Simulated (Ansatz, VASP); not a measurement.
Two plane-wave programs on BN

Contents of POSCAR:

```
BN
1.0
    0.0000000000      1.8048254650      1.8228737197
    1.8048254650      0.0000000000      1.8228737197
    1.8048254650      1.8048254650      0.0000000000
B N
1 1
Direct
    0.0000000000      0.0000000000      0.0000000000
    0.2500000000      0.2500000000      0.2500000000
```

Contents of INCAR.step1:

```
ALGO = Normal ; EDIFF = 1E-5
ENCUT = 520 ; GGA = PE
ISIF = 2 ; ISMEAR = 0
LASPH = T ; LCHARG = F
LREAL = F ; LWAVE = T
NBANDS = 11 ; NELM = 80
PREC = Accurate ; SIGMA = 0.01
```

File INCAR.step2:

```
ALGO = Normal ; EDIFF = 1E-7
ENCUT = 520 ; GGA = PE
HFSCREEN = 0.2079 ; ISIF = 2
ISMEAR = 0 ; ISTART = 1
LASPH = T ; LCHARG = F
LHFCALC = T ; LREAL = F
LWAVE = F ; NBANDS = 11
NELM = 80 ; PREC = Accurate
PRECFOCK = Normal ; SIGMA = 0.01
```

The input KPOINTS:

```
k-points
0
Gamma
  8 8 8
```

Input for Ansatz:

```yaml
crystal:
  lattice:
    - [0.0, 1.804825465, 1.8228737197]
    - [1.804825465, 0.0, 1.8228737197]
    - [1.804825465, 1.804825465, 0.0]
  atoms:
    - { symbol: B, position: [0.0, 0.0, 0.0] }
    - { symbol: "N", position: [0.25, 0.25, 0.25] }
kpoints:
  mp_grid: { grid: [8, 8, 8] }
  band_path:
    path:
      - [0.0, 0.0, 0.0]
      - [-0.5, -0.5, 0.0]
      - [-0.375, -0.375, 0.25]
      - [-0.375, 0.0, 0.375]
      - [0.0, 0.0, 0.5]
      - [-0.5, -0.25, 0.25]
      - [0.0, 0.5, 0.5]
    npoints: 1
hamiltonian:
  xc: hse06
scf:
  occupations: { method: fixed }
  n_extra_bands: 4
output:
  forces: true
  stress: true
  eigenvalues: true
```

Change from the starting cell: uniaxial_z strain +1.0%.

Alike in both runs: task single point; functional HSE06; k mesh 8 × 8 × 8; no spin polarisation.

|  | VASP | Ansatz |
| --- | --- | --- |
| version | VASP 6.6.1 | Ansatz 0.2.0 |
| potentials or method | VASP PAW PBE potentials, release 64 (B, N) | plane waves, PAW |
| plane-wave cutoff (eV) | 520 | 420 |
| occupations | gaussian, width 0.01 eV | fixed |
| valence electrons in the cell | 8 | 8 |

```tsv
	VASP	Ansatz	Ansatz less VASP
gap on the k mesh at the Fermi level (eV)	5.67	5.69	+0.014
pressure (GPa)	-7.7	-8.2	-0.48
traceless stress, the component that is largest in VASP (GPa)	-4.32	-4.32	-0.003
```

Ansatz's warnings: stress exchange threshold loose, stress scf threshold loose.
